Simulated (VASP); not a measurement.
# InGa2As3: relaxation of cell and atoms with PBE

The system is InGa2As3.

```
In Ga As
1.0
     5.96351   -3.44303    0.00000
     5.96351    3.44303    0.00000
     0.00000    0.00000    6.53678
In Ga As
2 4 6
Direct
  0.33333 0.66667 0.00059
  0.66667 0.33333 0.50059
  0.00000 0.33333 0.00059
  0.66667 0.00000 0.00059
  0.00000 0.66667 0.50059
  0.33333 0.00000 0.50059
  0.00000 0.33333 0.37491
  0.33333 0.66667 0.37491
  0.66667 0.00000 0.37491
  0.66667 0.33333 0.87491
  0.00000 0.66667 0.87491
  0.33333 0.00000 0.87491
```

- Program: VASP 6.6.1
- Task: relaxation of cell and atoms
- Functional: PBE
- Potentials or basis: VASP PAW PBE potentials, release 64 (In_d, Ga_d, As)
- Cutoff: 600 eV
- k mesh: 3 × 3 × 4
- Occupations: gaussian, width 0.1 eV
- Spin: no spin polarisation
- Dipole correction: no
- Further INCAR settings: ALGO = Normal; EDIFF = 1e-06; IBRION = 2; EDIFFG = -0.04; NSW = 90; ISIF = 3

The relaxed volume is 25.62 Å³/atom and the relaxed cell is a = 7.203 Å, b = 7.203 Å, c = 6.843 Å, α = 90.00°, β = 90.00°, γ = 60.01°. The space group after relaxing (to 0.1 Å) is Cmc2_1 (No. 36), the energy gained by relaxing is 156.8 meV/atom and the ionic steps are 8. The pressure after relaxing is -0.1 GPa and the largest force after relaxing is 0.033 eV/Å. The band gap on the k mesh is zero (filled and empty bands touch).

Forces in eV/Å, atoms in the order of the input:
```
In   0.000  0.031  0.012
In   0.000 -0.031  0.012
Ga   0.026 -0.020 -0.004
Ga  -0.026 -0.020 -0.004
Ga  -0.026  0.020 -0.004
Ga   0.026  0.020 -0.004
As  -0.018  0.014 -0.006
As   0.000 -0.017  0.007
As   0.018  0.014 -0.006
As   0.000  0.017  0.007
As   0.018 -0.014 -0.006
As  -0.018 -0.014 -0.006
```

Step by step:
| step | energy change (eV) | largest force (eV/Å) | pressure (GPa) | volume (Å³) |
| --- | --- | --- | --- | --- |
| 1 | 0.0000 | 2.0196 | 11.45 | 268.43 |
| 2 | -1.4400 | 0.3789 | -3.85 | 335.42 |
| 3 | -1.7005 | 0.7209 | -0.71 | 313.10 |
| 4 | -1.8034 | 0.4353 | -0.30 | 309.79 |
| 5 | -1.8655 | 0.1970 | 0.49 | 304.47 |
| 6 | -1.8787 | 0.0794 | -0.10 | 307.80 |
| 7 | -1.8787 | 0.0830 | -0.06 | 307.65 |
| 8 | -1.8813 | 0.0334 | -0.05 | 307.47 |

Final structure:
```
CELL_PARAMETERS angstrom
6.23757 -3.60194 0.00000
6.23757 3.60194 0.00000
0.00000 0.00000 6.84255
ATOMIC_POSITIONS crystal
In 0.32932 0.67068 0.99945
In 0.67068 0.32932 0.49945
Ga 0.00450 0.33341 0.00107
Ga 0.66659 0.99550 0.00107
Ga 0.99550 0.66659 0.50107
Ga 0.33341 0.00450 0.50107
As 0.01842 0.33356 0.36740
As 0.31468 0.68532 0.39010
As 0.66644 0.98158 0.36740
As 0.68532 0.31468 0.89010
As 0.98158 0.66644 0.86740
As 0.33356 0.01842 0.86740
```

Levels at points of the mesh, in eV from the Fermi level:
```
           k point  band 51  band 52  band 53  band 54  band 55  band 56  band 57  band 58
(0.00, 0.00, 0.00)    -1.08    -0.23    -0.08    -0.01    -0.01     0.58     2.44     2.45
(0.00, 0.00, 0.50)    -0.62    -0.62    -0.62    -0.62     1.22     1.22     1.84     1.84
```

It took 19 min on 1 thread of Intel(R) Xeon(R) 6975P-C (Granite Rapids), on a shared host, peak memory 0.59 GiB.

Caveat: semilocal functionals underestimate gaps, and a narrow one can read as zero; spin-orbit coupling is left out, which moves the levels of the heavy elements.
